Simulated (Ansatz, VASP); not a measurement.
Al2Cu in VASP and in Ansatz

File INCAR:

```
SYSTEM = Al2Cu
PREC = Accurate ; ENCUT = 520
EDIFF = 1E-6 ; ISMEAR = 0
SIGMA = 0.15 ; LREAL = .False.
LASPH = .True. ; NELM = 60
ALGO = Fast ; ISIF = 2
LWAVE = .False. ; LCHARG = .False.
GGA = PS ; NBANDS = 16
```

The input KPOINTS:

```
regular mesh
0
Gamma
  14 14 14
  0 0 0
```

Contents of POSCAR:

```
Al2Cu
1.0
   -2.0246107077      2.0246107077      2.8631594530
    2.0246107077     -2.0246107077      2.8631594530
    2.0246107077      2.0246107077     -2.8631594530
Al Cu
2 1
Direct
    0.7500000000      0.2311401935      0.4811401935
    0.2500000000      0.7311401935      0.4811401935
    0.5000000000      0.5160156924      0.0160156924
```

Input for Ansatz:

```yaml
crystal:
  lattice:
    - [-2.0246107077, 2.0246107077, 2.863159453]
    - [2.0246107077, -2.0246107077, 2.863159453]
    - [2.0246107077, 2.0246107077, -2.863159453]
  atoms:
    - { symbol: Al, position: [0.75, 0.2311401935, 0.4811401935] }
    - { symbol: Al, position: [0.25, 0.7311401935, 0.4811401935] }
    - { symbol: Cu, position: [0.5, 0.5160156924, 0.0160156924] }
basis:
  ecutwfc: 520.0
kpoints:
  mp_grid: { grid: [14, 14, 14] }
hamiltonian:
  xc: pbesol
  pseudopotentials: { kind: paw, azcp: { folder: soft_1 } }
scf:
  occupations: { method: gaussian, width: 0.15 }
output:
  forces: true
  stress: true
  eigenvalues: true
```

Change from the starting cell: mode 4 frozen in at -0.054 Å and mode 5 at -0.054 Å (largest displacements).

Alike in both runs: task single point; functional PBEsol; k mesh 14 × 14 × 14; occupations gaussian, width 0.15 eV; no spin polarisation.

|  | VASP | Ansatz |
| --- | --- | --- |
| version | VASP 6.6.1 | Ansatz 0.2.0 |
| potentials or method | VASP PAW PBE potentials, release 64 (Al, Cu), cutoff 520 eV | scalar-relativistic, plane waves, PAW |
| valence electrons in the cell | 17 | 25 |

VASP gave:

```
gap on the k mesh at the Fermi level (eV)                     : none
pressure (GPa)                                                : 1.2
traceless stress, the component that is largest in VASP (GPa) : -0.92
rms of the force components (eV/Å)                            : 0.452
```

Question: What did Ansatz give for the same quantities?

Answer: gap on the k mesh at the Fermi level (eV): none; pressure (GPa): 0.8; traceless stress, the component that is largest in VASP (GPa): -0.92; rms of the force components (eV/Å): 0.451.

VASP's potentials were made for PBE, not for PBEsol, and Ansatz warns of the same on its side. Atom by atom the forces differ by 0.001 eV/Å (rms over components). A gap of «none» marks a metal or a gap that the smearing closes. The functional is the same, so the differences come from potentials, cutoffs and numerics. VASP's potentials hold 17 valence electrons a cell and Ansatz's 25, so a difference there can come from the potentials and not from the codes.
